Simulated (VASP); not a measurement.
A run of VASP 6.6.1:

The input POSCAR:

```
CsI
1.0
    4.5667002916      0.0000000000      0.0000000000
    0.0000000000      4.5667002916      0.0000000000
    0.0000000000      0.0000000000      4.5667002916
Cs I
1 1
Direct
    0.0000000000      0.0000000000      0.0000000000
    0.5000000000      0.5000000000      0.5000000000
```

The input INCAR.step1:

```
  PREC = Accurate
  ENCUT = 550
  ISMEAR = 0
  SIGMA = 0.05
  LREAL = False
  LASPH = True
  NELM = 200
  MAGMOM = 0 0 0 0 0 0
  LSORBIT = True
  GGA_COMPAT = False
  NBANDS = 28
  GGA = PE
  ALGO = Normal
  EDIFF = 1E-5
  LWAVE = True
  LCHARG = False
```

Contents of INCAR.step2:

```
  PREC = Accurate
  ENCUT = 550
  EDIFF = 1E-6
  ISMEAR = 0
  SIGMA = 0.05
  LREAL = False
  LASPH = True
  NELM = 200
  ALGO = Normal
  ISIF = 2
  LWAVE = False
  LCHARG = False
  MAGMOM = 0 0 0 0 0 0
  LORBIT = 11
  LSORBIT = True
  GGA_COMPAT = False
  LORBMOM = True
  METAGGA = R2SCAN
  LMIXTAU = True
  NBANDS = 28
  ISTART = 1
```

The input KPOINTS:

```
regular mesh
0
Gamma
  4 4 4
```

Potentials or basis: VASP PAW PBE potentials, release 64 (Cs_sv, I).

Run with:

```console
$ cat potpaw_PBE.64/Cs_sv/POTCAR potpaw_PBE.64/I/POTCAR > POTCAR
$ cp INCAR.step1 INCAR
$ mpirun -np 1 vasp_ncl > vasp.out
$ cp INCAR.step2 INCAR
$ mpirun -np 1 vasp_ncl > vasp.out
```

Hardware: 1 thread of Intel(R) Xeon(R) Platinum 8259CL CPU @ 2.50GHz (Skylake/Cascade Lake) (shared host).

Task: Estimate the wall time of this run.

Result: It took 4.6 min on 1 thread of Intel(R) Xeon(R) Platinum 8259CL CPU @ 2.50GHz (Skylake/Cascade Lake), on a shared host, peak memory 0.48 GiB. Counts: k points 10.
